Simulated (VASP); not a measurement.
Wanted: the native input for a VASP 6.6.1 run.

```
Task                   : single point
Functional             : PBEsol
Potentials or basis    : VASP PAW PBE potentials, release 64 (W_sv)
Cutoff                 : 520 eV
k mesh                 : 6 × 6 × 4
Occupations            : gaussian, width 0.1 eV
Spin                   : no spin polarisation
Dipole correction      : no
Further INCAR settings : ALGO = Fast; EDIFF = 1e-06; NBANDS = 21
```

The structure of W lies in POSCAR:

```
W
1.0
    2.7519163835      0.0000000000      0.0000000000
   -1.3759581918      2.3832294972      0.0000000000
    0.0000000000      0.0000000000      4.9168520391
W
2
Direct
    0.3333333333      0.6666666667      0.2500000000
    0.6666666667      0.3333333333      0.7500000000
```

This isn't the form of W at room conditions, which is bcc.

The input as run:

INCAR

```
SYSTEM = W
ALGO = Fast ; EDIFF = 1E-6
ENCUT = 520 ; GGA = PS
ISIF = 2 ; ISMEAR = 0
LASPH = .TRUE. ; LCHARG = .TRUE.
LELF = .TRUE. ; LREAL = .FALSE.
LVHAR = .TRUE. ; LWAVE = .FALSE.
NBANDS = 21 ; NELM = 100
PREC = Accurate ; SIGMA = 0.1
```

KPOINTS

```
k-points
0
G
  6 6 4
  0 0 0
```

Potentials or basis: VASP PAW PBE potentials, release 64 (W_sv).

Launch:

```console
$ cat potpaw_PBE.64/W_sv/POTCAR > POTCAR
$ mpirun -np 1 vasp_std > vasp.out
```

Results of the run:

```yaml
Pressure: 0.7 GPa
Band_gap_on_the_k_mesh: zero (bands 14 and 15 overlap by 1.76 eV)
```

Caveat: the k points lie up to 0.44 Å⁻¹ apart, too coarse for converged energies and pressures of a metal; the PAW data sets were made with another functional, which shifts forces and pressure a little; spin-orbit coupling is left out, which moves the levels of the heavy elements.

It took 22 s on 1 thread of Intel Xeon 8259CL (shared host), peak memory 0.14 GiB.
